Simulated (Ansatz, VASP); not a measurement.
O: VASP beside Ansatz

```
O
1.0
     0.00000    1.52194    3.75347
     1.51211    0.00000    3.75347
     1.51211    1.52194    0.00000
O
2
Direct
  0.08085 0.08085 0.91915
  0.91915 0.91915 0.08085
```

Change from the starting cell: volume 8.638 Å^3 an atom, stretch along c over the lengths across it, relative to the relaxed cell 1.0837.

Alike in both runs: task single point; functional LDA; k mesh 22 × 22 × 22; occupations gaussian, width 0.15 eV; no spin polarisation.

|  | VASP | Ansatz |
| --- | --- | --- |
| version | VASP 6.6.1 | Ansatz 0.2.0 |
| potentials or method | VASP PAW LDA potentials, release 64 (O), cutoff 520 eV | scalar-relativistic, plane waves, PAW |
| valence electrons in the cell | 12 | 12 |

Ansatz gave:

```
gap on the k mesh at the Fermi level (eV)                     : none
pressure (GPa)                                                : 8.6
traceless stress, the component that is largest in VASP (GPa) : -26.35
rms of the force components (eV/Å)                            : 0.909
```

Which values does VASP return?

gap on the k mesh at the Fermi level (eV): none; pressure (GPa): 14.5; traceless stress, the component that is largest in VASP (GPa): -14.46; rms of the force components (eV/Å): 0.038.

LDA's correlation is that of Perdew and Zunger in VASP and of Perdew and Wang (1992) in Ansatz. Atom by atom the forces differ by 0.948 eV/Å (rms over components). A gap of «none» marks a metal or a gap that the smearing closes. One of these differences is far larger than is usual between the two programs; its cause wasn't traced.

Noted on VASP's run: the standard files for N, O and F lose accuracy on very short bonds; spin is off for a triplet molecule.
